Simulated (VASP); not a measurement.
# AlSi40H16Cl3 in VASP: single point with PBE

Aim: the single point of AlSi40H16Cl3 with PBE.

Everything below comes from runs of VASP 6.6.1. Logs are shortened: lines on timing, memory, paths and dates and some standing lists are left out, and cuts for length are marked.

## Step 1: The cell of the first run

The cell holds a slab with vacuum, 60 atoms: a = 7.679 Å, b = 15.358 Å, c = 18.256 Å, α = 90.00°, β = 90.00°, γ = 90.00°.

## Step 2: Single point, PBE

INCAR

```
SYSTEM = AlSi40H16Cl3
PREC = Accurate
ENCUT = 520
EDIFF = 1E-7
ISMEAR = -1
SIGMA = 0.02
LREAL = Auto
LASPH = .True.
NELM = 60
ALGO = Normal
ISIF = 2
LWAVE = .False.
LCHARG = .False.
GGA = PE
NBANDS = 136
```

KPOINTS

```
Automatic mesh
0
Gamma
  2 1 1
  0 0 0
```

POSCAR

```
AlSi40H16Cl3
1.0
    7.6791800000      0.0000000000      0.0000000000
    0.0000000000     15.3583590000      0.0000000000
    0.0000000000      0.0000000000     18.2555000000
H Si Al Cl
16 40 1 3
Direct
    0.4093920184      0.0000000000      0.0547780121
    0.0906079816      0.0000000000      0.0547780121
    0.9093920184      0.0000000000      0.0547780121
    0.5906079816      0.0000000000      0.0547780121
    0.4093920184      0.2500000163      0.0547780121
    0.0906079816      0.2500000163      0.0547780121
    0.9093920184      0.2500000163      0.0547780121
    0.5906079816      0.2500000163      0.0547780121
    0.4093920184      0.5000000326      0.0547780121
    0.0906079816      0.5000000326      0.0547780121
    0.9093920184      0.5000000326      0.0547780121
    0.5906079816      0.5000000326      0.0547780121
    0.4093920184      0.7499999837      0.0547780121
    0.0906079816      0.7499999837      0.0547780121
    0.9093920184      0.7499999837      0.0547780121
    0.5906079816      0.7499999837      0.0547780121
    0.2500000000      0.0000000000      0.1021883816
    0.7500000000      0.0000000000      0.1021883816
    0.2500000000      0.2500000163      0.1021883816
    0.7500000000      0.2500000163      0.1021883816
    0.2500000000      0.5000000326      0.1021883816
    0.7500000000      0.5000000326      0.1021883816
    0.2500000000      0.7499999837      0.1021883816
    0.7500000000      0.7499999837      0.1021883816
    0.2478642251      0.1245541272      0.1723466900
    0.7491315479      0.1247101985      0.1733616170
    0.2403162838      0.3738558267      0.1783898003
    0.7391528783      0.3755630403      0.1796374791
    0.2765174146      0.6239450452      0.1770155843
    0.7699232210      0.6262135167      0.1701559530
    0.2427875112      0.8756436804      0.1787987730
    0.7436122086      0.8754681408      0.1811655118
   -0.0007633628      0.1238640795      0.2451254143
    0.4969810579      0.1224219332      0.2441097751
   -0.0106297808      0.3695308854      0.2547901180
    0.4843754151      0.3668958383      0.2568982498
    0.0178694861      0.6260452044      0.2437937060
    0.5438135322      0.6265814596      0.2554620799
   -0.0051121344      0.8782645333      0.2577823122
    0.4876804555      0.8798080576      0.2575610638
    0.0142789985      0.0079602905      0.3305265263
    0.4721071781      0.0085429049      0.3310907946
   -0.0163961517      0.2408048933      0.3269078908
    0.5079623085      0.2379952181      0.3260287037
   -0.0342320404      0.5024876681      0.3184731725
    0.4328294167      0.4821792484      0.3436069678
   -0.0073812569      0.7442510622      0.3240334146
    0.4425019338      0.7520161496      0.3295654460
    0.2429044507      0.0424267332      0.4172148120
    0.7437480304      0.0652320342      0.3636123908
    0.2457873106      0.1979811124      0.3833847881
    0.7456005719      0.2086019086      0.4056383008
    0.2011525970      0.5608375869      0.3810774835
    0.6935097237      0.5519594248      0.3602055819
    0.2142103714      0.7150739216      0.4162177426
    0.7112506804      0.7023218431      0.3626830818
    0.3445956469      0.4279108855      0.4827485415
    0.1627201081      0.4868854153      0.5564103421
    0.2465445529      0.2824960661      0.4882784366
    0.6045202743      0.4218728707      0.5238653009
```

Potentials or basis: VASP PAW PBE potentials, release 64 (H, Si, Al, Cl).

Launch:

```bash
$ cat potpaw_PBE.64/H/POTCAR potpaw_PBE.64/Si/POTCAR potpaw_PBE.64/Al/POTCAR potpaw_PBE.64/Cl/POTCAR > POTCAR
$ mpirun -np 1 vasp_std > vasp.out
```

OUTCAR:

```text
SYSTEM = AlSi40H16Cl3
   PREC = Accurate
   ENCUT = 520
   EDIFF = 1E-7
   ISMEAR = -1
   LREAL = Auto
   LASPH = .True.
   NELM = 60
   ISIF = 2
   GGA = PE

 ion  position               nearest neighbor table
   1  0.409  0.000  0.055-  17 1.50
   2  0.091  0.000  0.055-  17 1.50
   3  0.909  0.000  0.055-  18 1.50
   4  0.591  0.000  0.055-  18 1.50
   5  0.409  0.250  0.055-  19 1.50
   6  0.091  0.250  0.055-  19 1.50
[... 8 lines left out ...]
  15  0.909  0.750  0.055-  24 1.50
  16  0.591  0.750  0.055-  24 1.50
  17  0.250  0.000  0.102-   1 1.50   2 1.50  25 2.30  31 2.37
[... 13 lines left out ...]
  31  0.243  0.876  0.179-  17 2.37  40 2.37  23 2.38  39 2.39
  32  0.744  0.875  0.181-  39 2.38  18 2.40  24 2.41  40 2.41
  33  0.999  0.124  0.245-  26 2.32  25 2.33  43 2.34  41 2.37  50 3.06
  34  0.497  0.122  0.244-  25 2.32  44 2.32  26 2.33  42 2.37  50 3.02
  35  0.989  0.370  0.255-  45 2.36  28 2.36  43 2.38  27 2.38
  36  0.484  0.367  0.257-  44 2.35  27 2.36  46 2.41  28 2.42
  37  0.018  0.626  0.244-  29 2.33  30 2.33  47 2.34  45 2.37  53 3.04
  38  0.544  0.627  0.255-  30 2.33  48 2.48  29 2.50  54 2.51  56 2.61  46 2.87
  39  0.995  0.878  0.258-  32 2.38  47 2.39  31 2.39  41 2.40
  40  0.488  0.880  0.258-  31 2.37  48 2.39  42 2.39  32 2.41
  41  0.014  0.008  0.331-  50 2.34  33 2.37  39 2.40  49 2.42
  42  0.472  0.009  0.331-  50 2.34  34 2.37  40 2.39  49 2.42
  43  0.984  0.241  0.327-  33 2.34  51 2.36  35 2.38  52 2.38
  44  0.508  0.238  0.326-  34 2.32  51 2.35  36 2.35  52 2.38
  45  0.966  0.502  0.318-  53 2.32  54 2.35  35 2.36  37 2.37
  46  0.433  0.482  0.344-  53 2.26  54 2.29  36 2.41  57 2.76  38 2.87
  47  0.993  0.744  0.324-  37 2.34  56 2.36  39 2.39  55 2.43
  48  0.443  0.752  0.330-  56 2.28  40 2.39  55 2.43  38 2.48
  49  0.243  0.042  0.417-  42 2.42  41 2.42  51 2.47
  50  0.744  0.065  0.364-  52 2.33  41 2.34  42 2.34  34 3.02  33 3.06
  51  0.246  0.198  0.383-  59 2.31  44 2.35  43 2.36  49 2.47
  52  0.746  0.209  0.406-  50 2.33  44 2.38  43 2.38
  53  0.201  0.561  0.381-  46 2.26  45 2.32  55 2.46  57 2.97  37 3.04
  54  0.694  0.552  0.360-  46 2.29  56 2.31  45 2.35  38 2.51
  55  0.214  0.715  0.416-  48 2.43  47 2.43  53 2.46
  56  0.711  0.702  0.363-  48 2.28  54 2.31  47 2.36  38 2.61
  57  0.345  0.428  0.483-  60 2.13  58 2.14  59 2.36  46 2.76  53 2.97
  58  0.163  0.487  0.556-  57 2.14
  59  0.247  0.282  0.488-  51 2.31  57 2.36
  60  0.605  0.422  0.524-  57 2.13

  LATTYP: Found a simple orthorhombic cell.
 ALAT       =     7.6791800000
 B/A-ratio  =     1.9999998698
 C/A-ratio  =     2.3772720525

  Lattice vectors:

 A1 = (   7.6791800000,   0.0000000000,   0.0000000000)
 A2 = (   0.0000000000,  15.3583590000,   0.0000000000)
 A3 = (   0.0000000000,   0.0000000000,  18.2555000000)

Analysis of symmetry for initial positions (statically):
=====================================================================
 Subroutine PRICEL returns:
 Original cell was already a primitive cell.

 Routine SETGRP: Setting up the symmetry group for a
 simple orthorhombic supercell.

 Subroutine GETGRP returns: Found  1 space group operations
 (whereof  1 operations were pure point group operations)
 out of a pool of  8 trial point group operations.

The static configuration has the point symmetry C_1 .

Analysis of symmetry for dynamics (positions and initial velocities):
=====================================================================
 Subroutine PRICEL returns:
 Original cell was already a primitive cell.

 Routine SETGRP: Setting up the symmetry group for a
 simple orthorhombic supercell.

 Subroutine GETGRP returns: Found  1 space group operations
 (whereof  1 operations were pure point group operations)
 out of a pool of  8 trial point group operations.

The dynamic configuration has the point symmetry C_1 .

 Subroutine INISYM returns: Found  1 space group operations
 (whereof  1 operations are pure point group operations),
 and found     1 'primitive' translations

----------------------------------------------------------------------------------------

                                     Primitive cell

  volume of cell :    2153.0464

  direct lattice vectors                    reciprocal lattice vectors
[... 144 lines left out ...]
     0.000000000  0.065111123  0.000000000     0.000000000  1.000000000  0.000000000
     0.000000000  0.000000000  0.054778012     0.000000000  0.000000000  1.000000000

  Length of vectors
     0.065111119  0.065111123  0.054778012

  Shift w.r.t. Gamma in fractional coordinates (k-lattice)
     0.000000000  0.000000000  0.000000000

 Subroutine IBZKPT returns following result:
 ===========================================

 Found      2 irreducible k-points:

 Following reciprocal coordinates:
            Coordinates               Weight
  0.000000  0.000000  0.000000      1.000000
  0.500000  0.000000  0.000000      1.000000
   k-points           NKPTS =      2   k-points in BZ     NKDIM =      2   number of bands    NBANDS=    136
   number of dos      NEDOS =    301   number of ions     NIONS =     60
   total plane-waves  NPLWV = ******
   dimension x,y,z NGX =    60 NGY =  120 NGZ =  140
   dimension x,y,z NGXF=   120 NGYF=  240 NGZF=  280
   ions per type =              16  40   1   3
   NGX,Y,Z   is equivalent  to a cutoff of  12.99, 12.99, 12.75 a.u.
   NGXF,Y,Z  is equivalent  to a cutoff of  25.98, 25.98, 25.50 a.u.
 SYSTEM =  AlSi40H16Cl3
   PREC   = accura    normal or accurate (medium, high low for compatibility)
   ISTART =      0    job   : 0-new  1-cont  2-samecut
   ICHARG =      2    charge: 1-file 2-atom 10-const
   ISPIN  =      1    spin polarized calculation?
   LNONCOLLINEAR =      F non collinear calculations
   LSORBIT =      F    spin-orbit coupling
   LASPH  =      T    aspherical Exc in radial PAW
   ENCUT  =  520.0 eV  38.22 Ry    6.18 a.u.  14.28 28.56 33.94*2*pi/ulx,y,z
   NELM   =     60;   NELMIN=  2; NELMDL= -5     # of ELM steps
   EDIFF  = 0.1E-06   stopping-criterion for ELM
   LREAL  =      T    real-space projection
   EDIFFG = 0.1E-05   stopping-criterion for IOM
   NSW    =      0    number of steps for IOM
   IBRION =     -1    ionic relax: 0-MD 1-quasi-New 2-CG
   NFREE  =      0    steps in history (QN), initial steepest desc. (CG)
   ISIF   =      2    stress and relaxation
   ISYM   =      2    0-nonsym 1-usesym 2-fastsym
   POTIM  = 0.5000    time-step for ionic-motion
   TEBEG  =    0.0;   TEEND  =   0.0 temperature during run
   PSTRESS=    0.0 pullay stress
   NELECT =     200.0000    total number of electrons
   NUPDOWN=      -1.0000    fix difference up-down
   EMIN   =  10.00;   EMAX   =-10.00  energy-range for DOS
   EFERMI =   0.00;   METHOD = LEGACY
   ISMEAR =    -1;   SIGMA  =   0.02  broadening in eV -4-tet -1-fermi 0-gaus
   EFERMI_NEDOS =   21; number of points for ismear=-14 and -15
   IALGO  =     38    algorithm
   IMIX   =      4    mixing-type and parameters
     AMIX     =   0.40;   BMIX     =  1.00
     AMIX_MAG =   1.60;   BMIX_MAG =  1.00
  volume/ion in A,a.u.               =      35.88       242.16
  Fermi-wavevector in a.u.,A,eV,Ry     =   0.741425  1.401089  7.479266  0.549711
  Thomas-Fermi vector in A             =   1.836062
   LORBIT       =      0    0 simple, 1 ext, 2 COOP (PROOUT), +10 PAW based schemes
   GGA     = PE    functional components
   LHFCALC =     F    Hartree Fock is set to
   AEXX    =    0.0000 exact exchange contribution
   IVDW    =     0    specifies the selected vdW correction
   LEPSILON=     F    determine dielectric tensor
   LRPA    =     F    only Hartree local field effects (RPA)
 non-spin polarized calculation
  energy-cutoff  :      520.00
  volume of cell :     2153.05
 maximum number of plane-waves:     58003
 NGX is ok and might be reduce to    60
   NGX = 29   NGY = 57   NGZ = 67

 number of electron     200.0000007 magnetization

 Free energy of the ion-electron system (eV)
  ---------------------------------------------------
  ext. energy  EPLUGINS =         0.00000000
  ---------------------------------------------------
  free energy    TOTEN  =      -271.18606471 eV

  energy without entropy =     -271.18606059  energy(sigma->0) =     -271.18606265

 E-fermi :  -0.3410     XC(G=0):  -4.9255

 val. band max:       -0.5780887809   @ k =   0.5000   0.0000   0.0000
 cond. band min:      -0.1062567326   @ k =   0.0000   0.0000   0.0000
 fundamental gap:      0.4718320483
 Fermi energy:        -0.3410086105

 k-point     1 :       0.0000    0.0000    0.0000
  band No.  band energies     occupation
      1     -16.9037      2.00000
      2     -15.7147      2.00000
      3     -15.4679      2.00000
      4     -12.3355      2.00000
      5     -11.7766      2.00000
      6     -11.2848      2.00000
[... 104 lines left out ...]
    111       1.3335      0.00000
    112       1.4327      0.00000

 k-point     2 :       0.5000    0.0000    0.0000
  band No.  band energies     occupation
      1     -16.9033      2.00000
      2     -15.7058      2.00000
      3     -15.4784      2.00000
      4     -11.9785      2.00000
      5     -11.5876      2.00000
      6     -11.3163      2.00000
[... 104 lines left out ...]
    111       1.6507      0.00000
    112       1.7222      0.00000
 [bands above 112 left out]

------------------------ aborting loop because EDIFF is reached ----------------------------------------

  FORCE on cell =-STRESS in cart. coord.  units (eV):
  Direction    XX          YY          ZZ          XY          YZ          ZX
  --------------------------------------------------------------------------------------
  -------------------------------------------------------------------------------------
  Total       28.8318865      1.5791448     -0.3722367      0.9705882     -0.0168303      0.0263093
  in kB       21.4550854      1.1751117     -0.2769978      0.7222577     -0.0125241      0.0195779
  external PRESSURE =       7.4510664 kB  Pullay stress =       0.0000000 kB

 VOLUME and BASIS-vectors are now :
 -----------------------------------------------------------------------------
  energy-cutoff  :      520.00
  volume of cell :     2153.05
      direct lattice vectors                 reciprocal lattice vectors
     7.679180000  0.000000000  0.000000000     0.130222237  0.000000000  0.000000000
     0.000000000 15.358359000  0.000000000     0.000000000  0.065111123  0.000000000
     0.000000000  0.000000000 18.255500000     0.000000000  0.000000000  0.054778012

 POSITION                                       TOTAL-FORCE (eV/Angst)
 -----------------------------------------------------------------------------------
      3.14379      0.00000      1.00000        -0.614612     -0.144170      0.005908
      0.69580      0.00000      1.00000         0.649124     -0.086489     -0.073460
      6.98338      0.00000      1.00000        -0.605915     -0.153066      0.021487
      4.53539      0.00000      1.00000         0.634875     -0.085921     -0.027946
      3.14379      3.83959      1.00000        -0.611793      0.142189      0.009426
      0.69580      3.83959      1.00000         0.642066      0.066070     -0.077188
[... 52 lines left out ...]
      1.89326      4.33868      8.91377         0.006137     -0.003635     -0.008640
      4.64222      6.47928      9.56342        -0.026208      0.004896     -0.008693
 -----------------------------------------------------------------------------------
    total drift:                               -0.016730     -0.002810      0.025719

  FREE ENERGIE OF THE ION-ELECTRON SYSTEM (eV)
  ---------------------------------------------------
  free  energy   TOTEN  =      -271.1860647150 eV

  energy  without entropy=     -271.1860605864  energy(sigma->0) =     -271.18606265
```

Wall time 21 min (1 thread of Intel Xeon 6975P-C (Granite Rapids), shared host); peak memory 2 GiB.

Results:

* Free energy: -271.1861 eV
* Largest force: 0.672 eV/Å
* Band gap on the k mesh: 0.47 eV (least direct gap 0.58 eV)

Forces on the atoms (eV/Å):
```
H   -0.615 -0.144  0.006
H    0.649 -0.086 -0.073
H   -0.606 -0.153  0.021
H    0.635 -0.086 -0.028
H   -0.612  0.142  0.009
H    0.642  0.066 -0.077
H   -0.577  0.190  0.048
H    0.645  0.057 -0.052
H   -0.642 -0.183 -0.046
H    0.519  0.154  0.071
H   -0.575 -0.186 -0.041
H    0.629  0.021 -0.012
H   -0.649  0.162 -0.067
H    0.479 -0.213  0.083
H   -0.580  0.257 -0.111
H    0.604  0.006  0.010
Si  -0.175 -0.192 -0.243
Si  -0.111 -0.226  0.026
Si  -0.147  0.026 -0.190
Si  -0.286  0.157  0.025
Si   0.342 -0.243  0.321
Si  -0.105 -0.312 -0.008
Si   0.466  0.141  0.445
Si   0.077  0.649 -0.083
Si   0.001 -0.002  0.003
Si  -0.001 -0.004  0.003
Si   0.002 -0.005 -0.002
Si   0.006 -0.002  0.002
Si  -0.005  0.000  0.004
Si   0.001  0.003 -0.001
Si  -0.002  0.002  0.001
Si   0.001  0.002 -0.001
Si  -0.002  0.000  0.004
Si   0.005  0.002  0.002
Si   0.000  0.003  0.000
Si  -0.004 -0.001  0.003
Si  -0.002 -0.004  0.001
Si  -0.010  0.002 -0.009
Si   0.002  0.000  0.000
Si  -0.004 -0.002  0.001
Si  -0.004  0.002 -0.002
Si   0.006  0.001 -0.003
Si   0.003 -0.001 -0.001
Si  -0.002 -0.003 -0.003
Si   0.000  0.004 -0.006
Si   0.010  0.003 -0.003
Si  -0.001 -0.001  0.005
Si   0.009 -0.003 -0.002
Si   0.001  0.000 -0.009
Si  -0.004 -0.007 -0.003
Si  -0.001  0.009  0.004
Si  -0.003  0.007 -0.007
Si  -0.001 -0.005  0.008
Si  -0.004  0.000 -0.018
Si  -0.003  0.005 -0.007
Si   0.004 -0.004  0.003
Al   0.007  0.008  0.031
Cl   0.008 -0.014 -0.015
Cl   0.006 -0.004 -0.009
Cl  -0.026  0.005 -0.009
```

Levels at points of the mesh, in eV from the valence-band top:
| k point | band 96 | band 97 | band 98 | band 99 | band 100 | band 101 | band 102 | band 103 | band 104 | band 105 |
| --- | --- | --- | --- | --- | --- | --- | --- | --- | --- | --- |
| (0.00, 0.00, 0.00) | -0.43 | -0.38 | -0.30 | -0.16 | -0.11 | 0.47 | 0.80 | 0.83 | 1.12 | 1.37 |
| (0.50, 0.00, 0.00) | -0.67 | -0.57 | -0.17 | -0.04 | 0.00 | 0.66 | 0.88 | 1.32 | 1.61 | 1.69 |

Caveat: there is no dipole correction, which matters where the two faces differ; semilocal functionals underestimate gaps, and a narrow one can read as zero.
